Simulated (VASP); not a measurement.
TaBeB:

```xyz
3
Lattice="3.2499 0.0000 0.0000 -1.6250 2.8145 0.0000 0.0000 0.0000 3.2461" Properties=species:S:1:pos:R:3 pbc="T T T"
Ta    0.0000    1.8763    0.0000
Be    1.6250    0.9382    1.6231
B     0.0000    0.0000    1.6231
```

Base run:

| Quantity | Value |
| --- | --- |
| Program | VASP 6.6.1 |
| Functional | LDA |
| Potentials or basis | VASP PAW LDA potentials, release 64 (Ta_pv, Be, B) |
| Cutoff | 520 eV |
| k mesh | 8 × 8 × 7 |
| Occupations | fermi-dirac, width 0.1 eV |
| Spin | no spin polarisation |

Its results: band gap on the k mesh zero (band 8 reaches 7.26 eV, above the bottom of band 9 at 6.84 eV); pressure -7.9 GPa.

The run is repeated on the same cell with these changes: k mesh from 8 × 8 × 7 to 4 × 4 × 3; further incar settings from ALGO = Normal; EDIFF = 1e-07; NBANDS = 15 to ALGO = Normal; EDIFF = 1e-06; NBANDS = 15. What comes out?

Band gap on the k mesh zero (band 8 reaches 7.02 eV, above the bottom of band 9 at 6.97 eV); pressure -6.9 GPa.

Caveats: some runs use coarse meshes; spin-orbit coupling is left out, which moves the levels of the heavy elements.
